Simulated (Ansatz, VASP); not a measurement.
## Two plane-wave programs on Cu3Au4

```
Cu Au
1.0
     5.08781    0.00000    0.00000
     0.00000    5.08781    0.00000
     0.00000    0.00000    5.08781
Cu Au
3 4
Direct
  0.50000 0.50000 0.00000
  0.00000 0.50000 0.50000
  0.50000 0.00000 0.50000
  0.50000 0.50000 0.50000
  0.50000 0.00000 0.00000
  0.00000 0.50000 0.00000
  0.00000 0.00000 0.50000
```

Change from the starting cell: species swapped into the W3N4 type (Pm-3m, No. 221).

Alike in both runs: functional PBE; k mesh 8 × 8 × 8; occupations gaussian, width 0.1 eV; no spin polarisation.

Ansatz relaxed the structure, and its values are those at the end. VASP's run is a single point on that final structure, the one shown.

|  | VASP | Ansatz |
| --- | --- | --- |
| version | VASP 6.6.1 | Ansatz 0.2.0 |
| potentials or method | VASP PAW PBE potentials, release 64 (Cu, Au), cutoff 600 eV | scalar-relativistic, plane waves, PAW |
| valence electrons in the cell | 77 | 133 |

Ansatz gave:

| Property | Result |
| --- | --- |
| gap on the k mesh at the Fermi level (eV) | none |
| pressure (GPa) | 0.0 |

Problem. Estimate VASP's values.

Solution. gap on the k mesh at the Fermi level (eV): none; pressure (GPa): 0.1.

A gap of «none» marks a metal or a gap that the smearing closes. The functional is the same, so the differences come from potentials, cutoffs and numerics. VASP's potentials hold 77 valence electrons a cell and Ansatz's 133, so a difference there can come from the potentials and not from the codes.

Spin-orbit coupling is off throughout.
